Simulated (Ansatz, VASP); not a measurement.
Li3TeCl: VASP beside Ansatz

```xyz
5
Lattice="4.6633 0.0000 0.0000 0.0000 4.6633 0.0000 0.0000 0.0000 4.6633" Properties=species:S:1:pos:R:3 pbc="T T T"
Te    0.0000    0.0000    0.0000
Cl    2.3316    2.3316    2.3316
Li    2.3316    2.3316    0.0000
Li    2.3316    0.0000    2.3316
Li    0.0000    2.3316    2.3316
```

Alike in both runs: task single point; functional PBEsol; k mesh 6 × 6 × 6; occupations gaussian, width 0.02 eV; no spin polarisation.

```csv
,VASP,Ansatz
version,VASP 6.6.1,Ansatz 0.2.0
potentials or method,"VASP PAW PBE potentials, release 64 (Te, Cl, Li_sv), cutoff 520 eV","scalar-relativistic, plane waves, PAW"
valence electrons in the cell,22,32
```

|  | VASP | Ansatz | Ansatz less VASP |
| --- | --- | --- | --- |
| gap on the k mesh at the Fermi level (eV) | 2.54 | 2.54 | -0.003 |
| least direct gap on the mesh (eV) | 2.54 | 2.54 | -0.003 |

VASP's potentials were made for PBE, not for PBEsol. VASP's potentials hold 22 valence electrons a cell and Ansatz's 32, so a difference there can come from the potentials and not from the codes.

Spin-orbit coupling is off throughout. Noted on VASP's run: the cutoff is short for stress, so the pressure is rough.
